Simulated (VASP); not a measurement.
# BN (P6_3/mmc) in VASP: notebook

The runs below take BN through single point, with PBEsol.

Program: VASP 6.6.1. These are calculated values, not measurements. Logs are shortened: lines on timing, memory, paths and dates and some standing lists are left out, and cuts for length are marked.

### Step 1. The cell of the first run

The structure is hexagonal, space group P6_3/mmc (No. 194). Conventional cell: a = 2.629 Å, b = 2.629 Å, c = 6.328 Å, α = 90.00°, β = 90.00°, γ = 120.00°. B (site symmetry -6m2) has 3 N at 1.52 Å within 2.0 Å. Within 2.0 Å of N (site symmetry -6m2) lie 3 B at 1.52 Å.

### Step 2. Single point, PBEsol (strain +0.050 along x and y, -0.050 along z)

INCAR

```
  ALGO = Normal
  EDIFF = 1E-6
  ENCUT = 520
  GGA = PS
  ISIF = 2
  ISMEAR = 0
  LASPH = T
  LCHARG = F
  LREAL = F
  LWAVE = F
  NBANDS = 16
  NELM = 100
  PREC = Accurate
  SIGMA = 0.05
```

KPOINTS

```
k-points
0
Gamma
  12 12 4
```

POSCAR

```
BN
1.0
    2.6291912895      0.0000000000      0.0000000000
   -1.3145956448      2.2769464481      0.0000000000
    0.0000000000      0.0000000000      6.3281400000
B N
2 2
Direct
    0.3333333333      0.6666666667      0.2500000000
    0.6666666667      0.3333333333      0.7500000000
    0.3333333333      0.6666666667      0.7500000000
    0.6666666667      0.3333333333      0.2500000000
```

Potentials or basis: VASP PAW PBE potentials, release 64 (B, N).

Launch:

```
$ cat potpaw_PBE.64/B/POTCAR potpaw_PBE.64/N/POTCAR > POTCAR
$ mpirun -np 1 vasp_std > vasp.out
```

OUTCAR:

```text
EDIFF = 1E-6
   ENCUT = 520
   GGA = PS
   ISIF = 2
   ISMEAR = 0
   LASPH = T
   LREAL = F
   NELM = 100
   PREC = Accurate

 ion  position               nearest neighbor table
   1  0.333  0.667  0.250-   4 1.52   4 1.52   4 1.52
   2  0.667  0.333  0.750-   3 1.52   3 1.52   3 1.52
   3  0.333  0.667  0.750-   2 1.52   2 1.52   2 1.52
   4  0.667  0.333  0.250-   1 1.52   1 1.52   1 1.52

  LATTYP: Found a hexagonal cell.
 ALAT       =     2.6291912895
 C/A-ratio  =     2.4068769835

  Lattice vectors:

 A1 = (   2.6291912895,   0.0000000000,   0.0000000000)
 A2 = (  -1.3145956448,   2.2769464481,   0.0000000000)
 A3 = (   0.0000000000,   0.0000000000,   6.3281400000)

Analysis of symmetry for initial positions (statically):
=====================================================================
 Subroutine PRICEL returns:
 Original cell was already a primitive cell.

 Routine SETGRP: Setting up the symmetry group for a
 hexagonal supercell.

 Subroutine GETGRP returns: Found 24 space group operations
 (whereof 12 operations were pure point group operations)
 out of a pool of 24 trial point group operations.

The static configuration has the point symmetry D_3d.
 The point group associated with its full space group is D_6h.

Analysis of symmetry for dynamics (positions and initial velocities):
=====================================================================
 Subroutine PRICEL returns:
 Original cell was already a primitive cell.

 Routine SETGRP: Setting up the symmetry group for a
 hexagonal supercell.

 Subroutine GETGRP returns: Found 24 space group operations
 (whereof 12 operations were pure point group operations)
 out of a pool of 24 trial point group operations.

The dynamic configuration has the point symmetry D_3d.
 The point group associated with its full space group is D_6h.

 Subroutine INISYM returns: Found 24 space group operations
 (whereof 12 operations are pure point group operations),
 and found     1 'primitive' translations

----------------------------------------------------------------------------------------

                                     Primitive cell

  volume of cell :      37.8836

  direct lattice vectors                    reciprocal lattice vectors
     2.629191290  0.000000000  0.000000000     0.380345091  0.219592341  0.000000000
    -1.314595645  2.276946448  0.000000000     0.000000000  0.439184681  0.000000000
     0.000000000  0.000000000  6.328140000     0.000000000  0.000000000  0.158024317

  length of vectors
     2.629191290  2.629191290  6.328140000     0.439184681  0.439184681  0.158024317

  position of ions in fractional coordinates (direct lattice)
     0.333333333  0.666666667  0.250000000
     0.666666667  0.333333333  0.750000000
     0.333333333  0.666666667  0.750000000
     0.666666667  0.333333333  0.250000000

  ion indices of the primitive-cell ions
   primitive index   ion index
                 1           1
                 2           2
                 3           3
                 4           4

----------------------------------------------------------------------------------------

 KPOINTS: k-points

Automatic generation of k-mesh.
 Grid dimensions read from file:
 generate k-points for:   12   12    4

 Generating k-lattice:

  Cartesian coordinates                     Fractional coordinates (reciprocal lattice)
     0.031695424  0.018299362  0.000000000     0.083333333  0.000000000  0.000000000
     0.000000000  0.036598723  0.000000000     0.000000000  0.083333333  0.000000000
     0.000000000  0.000000000  0.039506079     0.000000000  0.000000000  0.250000000

  Length of vectors
     0.036598723  0.036598723  0.039506079

  Shift w.r.t. Gamma in fractional coordinates (k-lattice)
     0.000000000  0.000000000  0.000000000

 Subroutine IBZKPT returns following result:
 ===========================================

 Found     57 irreducible k-points:

 Following reciprocal coordinates:
            Coordinates               Weight
  0.000000  0.000000  0.000000      1.000000
  0.083333  0.000000  0.000000      6.000000
  0.166667  0.000000  0.000000      6.000000
  0.250000  0.000000  0.000000      6.000000
  0.333333  0.000000  0.000000      6.000000
  0.416667  0.000000  0.000000      6.000000
[... 16 lines left out ...]
  0.250000  0.000000  0.250000     12.000000
  0.333333  0.000000  0.250000     12.000000
 [... further k-points ...]
   k-points           NKPTS =     57   k-points in BZ     NKDIM =     57   number of bands    NBANDS=     16
   number of dos      NEDOS =    301   number of ions     NIONS =      4
   total plane-waves  NPLWV =  19200
   dimension x,y,z NGX =    20 NGY =   20 NGZ =   48
   dimension x,y,z NGXF=    40 NGYF=   40 NGZF=   96
   ions per type =               2   2
   NGX,Y,Z   is equivalent  to a cutoff of  12.65, 12.65, 12.61 a.u.
   NGXF,Y,Z  is equivalent  to a cutoff of  25.29, 25.29, 25.22 a.u.
 SYSTEM =  unknown system
   PREC   = accura    normal or accurate (medium, high low for compatibility)
   ISTART =      0    job   : 0-new  1-cont  2-samecut
   ICHARG =      2    charge: 1-file 2-atom 10-const
   ISPIN  =      1    spin polarized calculation?
   LNONCOLLINEAR =      F non collinear calculations
   LSORBIT =      F    spin-orbit coupling
   LASPH  =      T    aspherical Exc in radial PAW
   ENCUT  =  520.0 eV  38.22 Ry    6.18 a.u.   4.89  4.89 11.77*2*pi/ulx,y,z
   NELM   =    100;   NELMIN=  2; NELMDL= -5     # of ELM steps
   EDIFF  = 0.1E-05   stopping-criterion for ELM
   LREAL  =      F    real-space projection
   EDIFFG = 0.1E-04   stopping-criterion for IOM
   NSW    =      0    number of steps for IOM
   IBRION =     -1    ionic relax: 0-MD 1-quasi-New 2-CG
   NFREE  =      0    steps in history (QN), initial steepest desc. (CG)
   ISIF   =      2    stress and relaxation
   ISYM   =      2    0-nonsym 1-usesym 2-fastsym
   POTIM  = 0.5000    time-step for ionic-motion
   TEBEG  =    0.0;   TEEND  =   0.0 temperature during run
   PSTRESS=    0.0 pullay stress
   NELECT =      16.0000    total number of electrons
   NUPDOWN=      -1.0000    fix difference up-down
   EMIN   =  10.00;   EMAX   =-10.00  energy-range for DOS
   EFERMI =   0.00;   METHOD = LEGACY
   ISMEAR =     0;   SIGMA  =   0.05  broadening in eV -4-tet -1-fermi 0-gaus
   EFERMI_NEDOS =   21; number of points for ismear=-14 and -15
   IALGO  =     38    algorithm
   IMIX   =      4    mixing-type and parameters
     AMIX     =   0.40;   BMIX     =  1.00
     AMIX_MAG =   1.60;   BMIX_MAG =  1.00
  volume/ion in A,a.u.               =       9.47        63.91
  Fermi-wavevector in a.u.,A,eV,Ry     =   1.228281  2.321115 20.526765  1.508675
  Thomas-Fermi vector in A             =   2.363213
   LORBIT       =      0    0 simple, 1 ext, 2 COOP (PROOUT), +10 PAW based schemes
   GGA     = PS    functional components
   LHFCALC =     F    Hartree Fock is set to
   AEXX    =    0.0000 exact exchange contribution
   IVDW    =     0    specifies the selected vdW correction
   LEPSILON=     F    determine dielectric tensor
   LRPA    =     F    only Hartree local field effects (RPA)
 non-spin polarized calculation
 Gauss-broadening in eV      SIGMA  =   0.05
  energy-cutoff  :      520.00
  volume of cell :       37.88
 maximum number of plane-waves:      1044
 NGX is ok and might be reduce to    20
   NGX =  9   NGY =  9   NGZ = 23

 number of electron      15.9999997 magnetization

 Free energy of the ion-electron system (eV)
  ---------------------------------------------------
  ext. energy  EPLUGINS =         0.00000000
  ---------------------------------------------------
  free energy    TOTEN  =       -36.03508929 eV

  energy without entropy =      -36.03508929  energy(sigma->0) =      -36.03508929

 E-fermi :   2.3118     XC(G=0): -10.3092

 val. band max:        2.0457788903   @ k =   0.3333   0.2500   0.0000
 cond. band min:       5.8613009221   @ k =   0.5000   0.0000   0.0000
 fundamental gap:      3.8155220317
 Fermi energy:         2.3117922664

 k-point     1 :       0.0000    0.0000    0.0000
  band No.  band energies     occupation
      1     -15.0200      2.00000
      2     -14.5683      2.00000
      3      -3.8784      2.00000
      4      -1.0448      2.00000
      5       0.5093      2.00000
      6       0.5093      2.00000
[... 8 lines left out ...]
     15      12.4740      0.00000
     16      13.3265      0.00000

 k-point     2 :       0.0833    0.0000    0.0000
  band No.  band energies     occupation
      1     -14.8967      2.00000
      2     -14.4516      2.00000
      3      -3.7106      2.00000
      4      -0.9021      2.00000
      5      -0.0233      2.00000
      6       0.0511      2.00000
[... 8 lines left out ...]
     15      12.8840      0.00000
     16      12.9842      0.00000

 k-point     3 :       0.1667    0.0000    0.0000
  band No.  band energies     occupation
      1     -14.5340      2.00000
      2     -14.1091      2.00000
      3      -3.2136      2.00000
      4      -1.3550      2.00000
      5      -1.2650      2.00000
      6      -0.4850      2.00000
[... 8 lines left out ...]
     15      14.1810      0.00000
     16      14.3705      0.00000

 k-point     4 :       0.2500    0.0000    0.0000
  band No.  band energies     occupation
      1     -13.9584      2.00000
      2     -13.5703      2.00000
      3      -3.0179      2.00000
      4      -2.8949      2.00000
      5      -2.4099      2.00000
      6      -0.9185      2.00000
[... 8 lines left out ...]
     15      16.1516      0.00000
     16      16.3232      0.00000

 k-point     5 :       0.3333    0.0000    0.0000
  band No.  band energies     occupation
      1     -13.2344      2.00000
      2     -12.9073      2.00000
      3      -4.6444      2.00000
      4      -4.4936      2.00000
      5      -1.4742      2.00000
      6      -1.3568      2.00000
[... 8 lines left out ...]
     15      16.7615      0.00000
     16      18.3210      0.00000

 k-point     6 :       0.4167    0.0000    0.0000
  band No.  band energies     occupation
      1     -12.5193      2.00000
      2     -12.2937      2.00000
      3      -5.9064      2.00000
      4      -5.7572      2.00000
      5      -1.8394      2.00000
      6      -1.7136      2.00000
[... 8 lines left out ...]
     15      16.3228      0.00000
     16      20.1672      0.00000

 k-point     7 :       0.5000    0.0000    0.0000
  band No.  band energies     occupation
      1     -12.1668      2.00000
      2     -12.0402      2.00000
      3      -6.4049      2.00000
      4      -6.2778      2.00000
      5      -1.9658      2.00000
      6      -1.8384      2.00000
[... 8 lines left out ...]
     15      16.1673      0.00000
     16      20.9288      0.00000

 k-point     8 :       0.0833    0.0833    0.0000
  band No.  band energies     occupation
      1     -14.6535      2.00000
      2     -14.2218      2.00000
      3      -3.3781      2.00000
      4      -0.8836      2.00000
      5      -0.8239      2.00000
      6      -0.6220      2.00000
[... 8 lines left out ...]
     15      13.7142      0.00000
     16      14.1552      0.00000

 k-point     9 :       0.1667    0.0833    0.0000
  band No.  band energies     occupation
      1     -14.1832      2.00000
      2     -13.7798      2.00000
      3      -2.7267      2.00000
      4      -2.2752      2.00000
      5      -2.1927      2.00000
      6      -0.8748      2.00000
[... 8 lines left out ...]
     15      14.9261      0.00000
     16      16.0004      0.00000
[... 172 lines left out ...]
 k-point    19 :       0.3333    0.3333    0.0000
  band No.  band energies     occupation
      1     -11.6215      2.00000
      2     -11.6215      2.00000
      3      -5.3118      2.00000
      4      -5.0333      2.00000
      5      -4.9591      2.00000
      6      -4.9591      2.00000
[... 8 lines left out ...]
     15      17.5749      0.00000
     16      17.5749      0.00000

 k-point    20 :       0.0000    0.0000    0.2500
  band No.  band energies     occupation
      1     -14.9589      2.00000
      2     -14.6401      2.00000
      3      -3.5431      2.00000
      4      -1.5832      2.00000
      5       0.5204      2.00000
      6       0.5204      2.00000
[... 8 lines left out ...]
     15      12.4445      0.00000
     16      13.1410      0.00000

 k-point    21 :       0.0833    0.0000    0.2500
  band No.  band energies     occupation
      1     -14.8364      2.00000
      2     -14.5222      2.00000
      3      -3.3789      2.00000
      4      -1.4397      2.00000
      5      -0.0093      2.00000
      6       0.0491      2.00000
[... 8 lines left out ...]
     15      12.8676      0.00000
     16      12.9528      0.00000

 k-point    22 :       0.1667    0.0000    0.2500
  band No.  band energies     occupation
      1     -14.4763      2.00000
      2     -14.1763      2.00000
      3      -2.8975      2.00000
      4      -1.3583      2.00000
      5      -1.3205      2.00000
      6      -0.9175      2.00000
[... 8 lines left out ...]
     15      14.2071      0.00000
     16      14.3409      0.00000

 k-point    23 :       0.2500    0.0000    0.2500
  band No.  band energies     occupation
      1     -13.9052      2.00000
      2     -13.6312      2.00000
      3      -3.0260      2.00000
      4      -2.9254      2.00000
      5      -2.0670      2.00000
      6      -0.9024      2.00000
[... 8 lines left out ...]
     15      16.1737      0.00000
     16      16.2946      0.00000

 k-point    24 :       0.3333    0.0000    0.2500
  band No.  band energies     occupation
      1     -13.1891      2.00000
      2     -12.9579      2.00000
      3      -4.6313      2.00000
      4      -4.5233      2.00000
      5      -1.4568      2.00000
      6      -1.3715      2.00000
[... 8 lines left out ...]
     15      17.5015      0.00000
     16      18.3359      0.00000

 [... further k-points ...]
[... 5 lines left out ...]
  --------------------------------------------------------------------------------------
  -------------------------------------------------------------------------------------
  Total      -10.3596745    -10.3596745      0.3840754      0.0000000     -0.0000000      0.0000000
  in kB     -438.1326447   -438.1326447     16.2433643      0.0000000     -0.0000000      0.0000000
  external PRESSURE =    -286.6739750 kB  Pullay stress =       0.0000000 kB

 VOLUME and BASIS-vectors are now :
 -----------------------------------------------------------------------------
  energy-cutoff  :      520.00
  volume of cell :       37.88
      direct lattice vectors                 reciprocal lattice vectors
     2.629191290  0.000000000  0.000000000     0.380345091  0.219592341  0.000000000
    -1.314595645  2.276946448  0.000000000     0.000000000  0.439184681  0.000000000
     0.000000000  0.000000000  6.328140000     0.000000000  0.000000000  0.158024317

 POSITION                                       TOTAL-FORCE (eV/Angst)
 -----------------------------------------------------------------------------------
     -0.00000      1.51796      1.58204        -0.000000      0.000000      0.000000
      1.31460      0.75898      4.74611         0.000000     -0.000000      0.000000
     -0.00000      1.51796      4.74611         0.000000      0.000000      0.000000
      1.31460      0.75898      1.58204         0.000000     -0.000000      0.000000
 -----------------------------------------------------------------------------------
    total drift:                               -0.000000      0.000000     -0.000000

  FREE ENERGIE OF THE ION-ELECTRON SYSTEM (eV)
  ---------------------------------------------------
  free  energy   TOTEN  =       -36.0350892862 eV

  energy  without entropy=      -36.0350892862  energy(sigma->0) =      -36.03508929
```

Wall time 14 s (1 thread of Intel Xeon 6975P-C (Granite Rapids), shared host); peak memory 0.16 GiB.

Results:

| Property | Result |
| --- | --- |
| Free energy | -36.0351 eV |
| Pressure | -28.7 GPa |
| Band gap on the k mesh | 3.82 eV, indirect (least direct gap 4.07 eV) |

Stress tensor (GPa, compression positive):
```
-43.81   0.00   0.00
  0.00 -43.81   0.00
  0.00   0.00   1.62
```

Caveat: the cell differs from its parent crystal (strain +0.050 along x and y, -0.050 along z); the PAW data sets were made with another functional, which shifts forces and pressure a little; this functional lacks dispersion, which binds the layers, so the pressure and a relaxed spacing across them are unreliable. A k mesh can miss the band edges.

### Step 3. Single point, PBEsol (strain +0.025 along x and y, +0.000 along z)

INCAR

```
  ALGO = Normal
  EDIFF = 1E-6
  ENCUT = 520
  GGA = PS
  ISIF = 2
  ISMEAR = 0
  LASPH = T
  LCHARG = T
  LELF = T
  LREAL = F
  LVHAR = T
  LWAVE = F
  NBANDS = 16
  NELM = 80
  PREC = Accurate
  SIGMA = 0.05
```

KPOINTS is that of step 2.

POSCAR

```
BN
1.0
    2.5665914969      0.0000000000      0.0000000000
   -1.2832957485      2.2227334374      0.0000000000
    0.0000000000      0.0000000000      6.6612000000
B N
2 2
Direct
    0.3333333333      0.6666666667      0.2500000000
    0.6666666667      0.3333333333      0.7500000000
    0.3333333333      0.6666666667      0.7500000000
    0.6666666667      0.3333333333      0.2500000000
```

Potentials or basis: VASP PAW PBE potentials, release 64 (B, N).

Launch:

```
$ cat potpaw_PBE.64/B/POTCAR potpaw_PBE.64/N/POTCAR > POTCAR
$ mpirun -np 1 vasp_std > vasp.out
```

Wall time 15 s (1 thread of Intel Xeon 6975P-C (Granite Rapids), shared host); peak memory 0.16 GiB.

Results (log left out):

- Free energy: -36.4331 eV
- Pressure: -15.3 GPa
- Band gap on the k mesh: 4.04 eV, indirect (least direct gap 4.40 eV)

Stress tensor (GPa, compression positive):
```
-23.24   0.00   0.00
  0.00 -23.24   0.00
  0.00   0.00   0.56
```

Levels at points of the mesh, in eV from the valence-band top:
| k point | band 5 | band 6 | band 7 | band 8 | band 9 | band 10 | band 11 | band 12 |
| --- | --- | --- | --- | --- | --- | --- | --- | --- |
| (0.00, 0.00, 0.00) | -1.40 | -1.40 | -1.36 | -1.36 | 5.00 | 9.85 | 10.88 | 10.88 |
| (0.50, 0.00, 0.00) | -4.04 | -3.97 | -1.42 | -0.37 | 4.04 | 5.41 | 8.77 | 9.10 |
| (0.00, 0.00, 0.50) | -1.38 | -1.38 | -1.38 | -1.38 | 7.29 | 7.29 | 10.95 | 10.95 |
| (0.50, 0.00, 0.50) | -4.00 | -4.00 | -0.87 | -0.87 | 4.49 | 4.49 | 9.09 | 9.09 |

Caveat: the cell differs from its parent crystal (strain +0.025 along x and y, +0.000 along z); the PAW data sets were made with another functional, which shifts forces and pressure a little; this functional lacks dispersion, which binds the layers, so the pressure and a relaxed spacing across them are unreliable.

(Part 1 of 3 ends here.)
